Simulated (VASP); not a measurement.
Input of a VASP 6.6.1 run:

Contents of INCAR:

```
SYSTEM = LaTe
PREC = Accurate ; ENCUT = 520
EDIFF = 1E-6 ; ISMEAR = 0
SIGMA = 0.1 ; LREAL = .FALSE.
LASPH = .TRUE. ; NELM = 100
ALGO = Normal ; ISIF = 2
LWAVE = .FALSE. ; LCHARG = .FALSE.
GGA = PS ; NBANDS = 16
```

File KPOINTS:

```
Automatic mesh
0
G
  7 7 7
  0 0 0
```

Contents of POSCAR:

```
LaTe
1.0
    3.8963307765      0.0000000000      0.0000000000
    0.0000000000      3.8963307765      0.0000000000
    0.0000000000      0.0000000000      3.8963307765
La Te
1 1
Direct
    0.0000000000      0.0000000000      0.0000000000
    0.5000000000      0.5000000000      0.5000000000
```

Potentials or basis: VASP PAW PBE potentials, release 64 (La, Te).

Command:

```sh
$ cat potpaw_PBE.64/La/POTCAR potpaw_PBE.64/Te/POTCAR > POTCAR
$ mpirun -np 1 vasp_std > vasp.out
```

Predict the pressure.

-1.1 GPa.

Caveat: the PAW data sets were made with another functional, which shifts forces and pressure a little.
